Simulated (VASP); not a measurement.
# ZnCd3Te2 (P6/mmm) in VASP: notebook

The runs below take ZnCd3Te2 through relaxation of cell and atoms, single point, with PBE.

All numbers are computed with VASP 6.6.1; they aren't measurements. Logs are shortened: lines on timing, memory, paths and dates and some standing lists are left out, and cuts for length are marked.

### 1 The cell of the first run

It takes space group P6/mmm (No. 191, hexagonal). The conventional cell has a = 6.679 Å, b = 6.679 Å, c = 3.719 Å, α = 90.00°, β = 90.00°, γ = 120.00°. Within 4.9 Å of Zn (site symmetry 6/mmm) lie 2 Zn at 3.72 Å and 12 Cd at 3.82 Å and 6 Te at 3.86 Å. Within 3.5 Å of Cd (site symmetry mmm) lie 4 Te at 2.68 Å and 4 Cd at 3.34 Å. Te (site symmetry -6m2) has 6 Cd at 2.68 Å within 3.5 Å.

### 2 Relaxation of cell and atoms, PBE

Input file INCAR:

```
SYSTEM = ZnCd3Te2
  PREC = Accurate
  ENCUT = 600
  EDIFF = 1E-7
  ISMEAR = 0
  SIGMA = 0.1
  LREAL = .FALSE.
  LASPH = .TRUE.
  NELM = 80
  ALGO = Fast
  ISIF = 3
  LWAVE = .FALSE.
  LCHARG = .FALSE.
  GGA = PE
  IBRION = 2
  NSW = 90
  EDIFFG = -0.04
```

Input file KPOINTS:

```
regular mesh
0
G
  3 3 6
  0 0 0
```

Input file POSCAR:

```
ZnCd3Te2
1.0
    6.6792261700      0.0000000000      0.0000000000
   -3.3396130800      5.7843795400      0.0000000000
    0.0000000000      0.0000000000      3.7189334400
Zn Cd Te
1 3 2
Direct
    0.0000000000      0.0000000000      0.0000000000
    0.5000000000      0.0000000000      0.5000000000
    0.5000000000      0.5000000000      0.5000000000
    0.0000000000      0.5000000000      0.5000000000
    0.3333333300      0.6666666700      0.0000000000
    0.6666666700      0.3333333300      0.0000000000
```

Potentials or basis: VASP PAW PBE potentials, release 64 (Zn, Cd, Te).

On the command line:

```bash
cat potpaw_PBE.64/Zn/POTCAR potpaw_PBE.64/Cd/POTCAR potpaw_PBE.64/Te/POTCAR > POTCAR
mpirun -np 1 vasp_std > vasp.out
```

OUTCAR:

```text
SYSTEM = ZnCd3Te2
   PREC = Accurate
   ENCUT = 600
   EDIFF = 1E-7
   ISMEAR = 0
   LREAL = .FALSE.
   LASPH = .TRUE.
   NELM = 80
   ISIF = 3
   GGA = PE
   IBRION = 2
   NSW = 90
   EDIFFG = -0.04

 ion  position               nearest neighbor table
   1  0.000  0.000  0.000-
   2  0.500  0.000  0.500-   5 2.68   6 2.68   5 2.68   6 2.68   3 3.34   3 3.34   4 3.34   4 3.34

   3  0.500  0.500  0.500-   5 2.68   6 2.68   5 2.68   6 2.68   2 3.34   2 3.34   4 3.34   4 3.34

   4  0.000  0.500  0.500-   5 2.68   6 2.68   5 2.68   6 2.68   3 3.34   3 3.34   2 3.34   2 3.34

   5  0.333  0.667  0.000-   2 2.68   2 2.68   4 2.68   4 2.68   3 2.68   3 2.68
   6  0.667  0.333  0.000-   2 2.68   2 2.68   4 2.68   4 2.68   3 2.68   3 2.68

  LATTYP: Found a hexagonal cell.
 ALAT       =     6.6792261700
 C/A-ratio  =     0.5567910631

  Lattice vectors:

 A1 = (   6.6792261700,   0.0000000000,   0.0000000000)
 A2 = (  -3.3396130800,   5.7843795400,   0.0000000000)
 A3 = (   0.0000000000,   0.0000000000,   3.7189334400)

Analysis of symmetry for initial positions (statically):
=====================================================================
 Subroutine PRICEL returns:
 Original cell was already a primitive cell.

 Routine SETGRP: Setting up the symmetry group for a
 hexagonal supercell.

 Subroutine GETGRP returns: Found 24 space group operations
 (whereof 24 operations were pure point group operations)
 out of a pool of 24 trial point group operations.

The static configuration has the point symmetry D_6h.

Analysis of symmetry for dynamics (positions and initial velocities):
=====================================================================
 Subroutine PRICEL returns:
 Original cell was already a primitive cell.

 Routine SETGRP: Setting up the symmetry group for a
 hexagonal supercell.

 Subroutine GETGRP returns: Found 24 space group operations
 (whereof 24 operations were pure point group operations)
 out of a pool of 24 trial point group operations.

The dynamic configuration has the point symmetry D_6h.

 Subroutine INISYM returns: Found 24 space group operations
 (whereof 24 operations are pure point group operations),
 and found     1 'primitive' translations

----------------------------------------------------------------------------------------

                                     Primitive cell

  volume of cell :     143.6817

  direct lattice vectors                    reciprocal lattice vectors
     6.679226170  0.000000000  0.000000000     0.149717943  0.086439694  0.000000000
    -3.339613080  5.784379540  0.000000000     0.000000000  0.172879389  0.000000000
     0.000000000  0.000000000  3.718933440     0.000000000  0.000000000  0.268894299

  length of vectors
     6.679226170  6.679226167  3.718933440     0.172879389  0.172879389  0.268894299

  position of ions in fractional coordinates (direct lattice)
     0.000000000  0.000000000  0.000000000
     0.500000000  0.000000000  0.500000000
     0.500000000  0.500000000  0.500000000
     0.000000000  0.500000000  0.500000000
     0.333333330  0.666666670  0.000000000
     0.666666670  0.333333330  0.000000000

  ion indices of the primitive-cell ions
   primitive index   ion index
                 1           1
                 2           2
                 3           3
                 4           4
                 5           5
                 6           6

----------------------------------------------------------------------------------------

 KPOINTS: regular mesh

Automatic generation of k-mesh.
 Grid dimensions read from file:
 generate k-points for:    3    3    6

 Generating k-lattice:

  Cartesian coordinates                     Fractional coordinates (reciprocal lattice)
     0.049905981  0.028813231  0.000000000     0.333333333  0.000000000  0.000000000
     0.000000000  0.057626463  0.000000000     0.000000000  0.333333333  0.000000000
     0.000000000  0.000000000  0.044815716     0.000000000  0.000000000  0.166666667

  Length of vectors
     0.057626463  0.057626463  0.044815716

  Shift w.r.t. Gamma in fractional coordinates (k-lattice)
     0.000000000  0.000000000  0.000000000

 Subroutine IBZKPT returns following result:
 ===========================================

 Found     12 irreducible k-points:

 Following reciprocal coordinates:
            Coordinates               Weight
  0.000000  0.000000  0.000000      1.000000
  0.333333  0.000000  0.000000      6.000000
  0.333333  0.333333  0.000000      2.000000
  0.000000  0.000000  0.166667      2.000000
  0.333333  0.000000  0.166667     12.000000
  0.333333  0.333333  0.166667      4.000000
  0.000000  0.000000  0.333333      2.000000
  0.333333  0.000000  0.333333     12.000000
  0.333333  0.333333  0.333333      4.000000
  0.000000  0.000000  0.500000      1.000000
  0.333333  0.000000  0.500000      6.000000
  0.333333  0.333333  0.500000      2.000000
   k-points           NKPTS =     12   k-points in BZ     NKDIM =     12   number of bands    NBANDS=     36
   number of dos      NEDOS =    301   number of ions     NIONS =      6
   total plane-waves  NPLWV =  87480
   dimension x,y,z NGX =    54 NGY =   54 NGZ =   30
   dimension x,y,z NGXF=   108 NGYF=  108 NGZF=   60
   ions per type =               1   3   2
   NGX,Y,Z   is equivalent  to a cutoff of  13.44, 13.44, 13.41 a.u.
   NGXF,Y,Z  is equivalent  to a cutoff of  26.88, 26.88, 26.82 a.u.
 SYSTEM =  ZnCd3Te2
   PREC   = accura    normal or accurate (medium, high low for compatibility)
   ISTART =      0    job   : 0-new  1-cont  2-samecut
   ICHARG =      2    charge: 1-file 2-atom 10-const
   ISPIN  =      1    spin polarized calculation?
   LNONCOLLINEAR =      F non collinear calculations
   LSORBIT =      F    spin-orbit coupling
   LASPH  =      T    aspherical Exc in radial PAW
   ENCUT  =  600.0 eV  44.10 Ry    6.64 a.u.  13.34 13.34  7.43*2*pi/ulx,y,z
   NELM   =     80;   NELMIN=  2; NELMDL= -5     # of ELM steps
   EDIFF  = 0.1E-06   stopping-criterion for ELM
   LREAL  =      F    real-space projection
   EDIFFG = -.4E-01   stopping-criterion for IOM
   NSW    =     90    number of steps for IOM
   IBRION =      2    ionic relax: 0-MD 1-quasi-New 2-CG
   NFREE  =      1    steps in history (QN), initial steepest desc. (CG)
   ISIF   =      3    stress and relaxation
   ISYM   =      2    0-nonsym 1-usesym 2-fastsym
   POTIM  = 0.5000    time-step for ionic-motion
   TEBEG  =    0.0;   TEEND  =   0.0 temperature during run
   PSTRESS=    0.0 pullay stress
   NELECT =      60.0000    total number of electrons
   NUPDOWN=      -1.0000    fix difference up-down
   EMIN   =  10.00;   EMAX   =-10.00  energy-range for DOS
   EFERMI =   0.00;   METHOD = LEGACY
   ISMEAR =     0;   SIGMA  =   0.10  broadening in eV -4-tet -1-fermi 0-gaus
   EFERMI_NEDOS =   21; number of points for ismear=-14 and -15
   IALGO  =     68    algorithm
   IMIX   =      4    mixing-type and parameters
     AMIX     =   0.40;   BMIX     =  1.00
     AMIX_MAG =   1.60;   BMIX_MAG =  1.00
  volume/ion in A,a.u.               =      23.95       161.60
  Fermi-wavevector in a.u.,A,eV,Ry     =   1.223653  2.312368 20.372353  1.497326
  Thomas-Fermi vector in A             =   2.358756
   LORBIT       =      0    0 simple, 1 ext, 2 COOP (PROOUT), +10 PAW based schemes
   GGA     = PE    functional components
   LHFCALC =     F    Hartree Fock is set to
   AEXX    =    0.0000 exact exchange contribution
   IVDW    =     0    specifies the selected vdW correction
   LEPSILON=     F    determine dielectric tensor
   LRPA    =     F    only Hartree local field effects (RPA)
 conjugate gradient relaxation of ions
 non-spin polarized calculation
 RMM-DIIS sequential band-by-band and
 Gauss-broadening in eV      SIGMA  =   0.10
  energy-cutoff  :      600.00
  volume of cell :      143.68
 maximum number of plane-waves:      4839
 NGX is ok and might be reduce to    54
   NGX = 27   NGY = 27   NGZ = 15

--------------------------------------- Ionic step        1  -------------------------------------------

 number of electron      60.0000002 magnetization

 Free energy of the ion-electron system (eV)
  ---------------------------------------------------
  ext. energy  EPLUGINS =         0.00000000
  ---------------------------------------------------
  free energy    TOTEN  =        -5.68169698 eV

  energy without entropy =       -5.67693400  energy(sigma->0) =       -5.67931549

 E-fermi :   4.8996     XC(G=0): -10.1676

 val. band max:        4.7603740990   @ k =   0.3333   0.0000   0.0000
 cond. band min:       4.9377785705   @ k =   0.3333   0.3333   0.5000
 fundamental gap:      0.1774044716
 Fermi energy:         4.8995590972

 k-point     1 :       0.0000    0.0000    0.0000
  band No.  band energies     occupation
      1      -9.4463      2.00000
      2      -7.7333      2.00000
      3      -5.5060      2.00000
      4      -5.1526      2.00000
      5      -5.0916      2.00000
      6      -5.0916      2.00000
[... 679 lines left out ...]
 POSITION                                       TOTAL-FORCE (eV/Angst)
 -----------------------------------------------------------------------------------
      7.47764      0.00000      4.24061        -0.000000      0.000000      0.000000
      3.73882      0.00000      2.12031        -0.000000     -0.000000      0.000000
      1.86941      3.23791      2.12031        -0.000000      0.000000      0.000000
      5.60823      3.23791      2.12031        -0.000000      0.000000      0.000000
     -0.00000      4.31722     -0.00000        -0.000000      0.000000      0.000000
      3.73882      2.15861     -0.00000         0.000000     -0.000000     -0.000000
 -----------------------------------------------------------------------------------
    total drift:                               -0.000000      0.000000      0.000000

  FREE ENERGIE OF THE ION-ELECTRON SYSTEM (eV)
  ---------------------------------------------------
  free  energy   TOTEN  =        -9.0666104323 eV

  energy  without entropy=       -9.0594918446  energy(sigma->0) =       -9.06305114

--------------------------------------- Ionic step        7  -------------------------------------------

 number of electron      59.9999986 magnetization

 Free energy of the ion-electron system (eV)
  ---------------------------------------------------
  ext. energy  EPLUGINS =         0.00000000
  ---------------------------------------------------
  free energy    TOTEN  =        -9.06660494 eV

  energy without entropy =       -9.05958418  energy(sigma->0) =       -9.06309456

 E-fermi :   2.1099     XC(G=0):  -8.5210

 val. band max:        2.0206496296   @ k =   0.3333   0.0000   0.3333
 cond. band min:       2.2265713281   @ k =   0.3333   0.3333   0.5000
 fundamental gap:      0.2059216985
 Fermi energy:         2.1099106879

 k-point     1 :       0.0000    0.0000    0.0000
  band No.  band energies     occupation
      1      -9.9279      2.00000
      2      -9.1302      2.00000
      3      -6.9078      2.00000
      4      -6.7512      2.00000
      5      -6.7266      2.00000
      6      -6.7266      2.00000
[... 479 lines left out ...]
 POSITION                                       TOTAL-FORCE (eV/Angst)
 -----------------------------------------------------------------------------------
     -0.00000      0.00000     -0.00000         0.000000      0.000000     -0.000000
      3.73683      0.00000      2.12142         0.000000      0.000000     -0.000000
      1.86842      3.23619      2.12142         0.000000      0.000000     -0.000000
     -1.86842      3.23619      2.12142         0.000000      0.000000     -0.000000
     -0.00000      4.31492     -0.00000        -0.000000     -0.000000      0.000000
      3.73683      2.15746     -0.00000         0.000000      0.000000     -0.000000
 -----------------------------------------------------------------------------------
    total drift:                                0.000000      0.000000      0.000000

  FREE ENERGIE OF THE ION-ELECTRON SYSTEM (eV)
  ---------------------------------------------------
  free  energy   TOTEN  =        -9.0666049431 eV

  energy  without entropy=       -9.0595841838  energy(sigma->0) =       -9.06309456

 reached required accuracy - stopping structural energy minimisation
```

Run time: 4.1 min. Hardware: 1 thread of Intel Xeon 6975P-C (Granite Rapids), shared host; peak memory 0.34 GiB.

Results:

```
Free energy                            : -9.0666 eV
Relaxed volume                         : 34.21 Å³/atom
Relaxed cell                           : a = 7.474 Å, b = 7.474 Å, c = 4.243 Å, α = 90.00°, β = 90.00°, γ = 120.00°
Space group after relaxing (to 0.05 Å) : P6/mmm (No. 191)
Energy gained by relaxing              : 564.2 meV/atom
Ionic steps                            : 7
Pressure after relaxing                : 0.1 GPa
Band gap on the k mesh                 : zero (band 30 reaches 3.19 eV, above the bottom of band 31 at 0.91 eV)
```

The path:
```tsv
step	energy change (eV)	largest force (eV/Å)	pressure (GPa)	volume (Å³)
1	0.0000	0.0000	24.21	143.68
2	-2.9236	0.0000	-2.92	232.01
3	-3.3349	0.0000	0.60	197.24
4	-3.3372	0.0000	0.21	199.70
5	-3.3643	0.0000	0.16	201.64
6	-3.3849	0.0000	0.12	205.35
7	-3.3849	0.0000	0.12	205.24
```

Final structure:
```xyz
6
Lattice="7.4737 0.0000 0.0000 -3.7368 6.4724 0.0000 0.0000 0.0000 4.2428" Properties=species:S:1:pos:R:3 pbc="T T T"
Zn    0.0000    0.0000    0.0000
Cd    3.7368    0.0000    2.1214
Cd    1.8684    3.2362    2.1214
Cd   -1.8684    3.2362    2.1214
Te    0.0000    4.3149    0.0000
Te    3.7368    2.1575    0.0000
```

Caveat: the k points lie up to 0.32 Å⁻¹ apart in the final cell; the volume moved by over 15 % at a fixed basis, so the end points are rough; spin-orbit coupling is left out, which moves the levels of the heavy elements.

(Continued in part 2 of 2.)
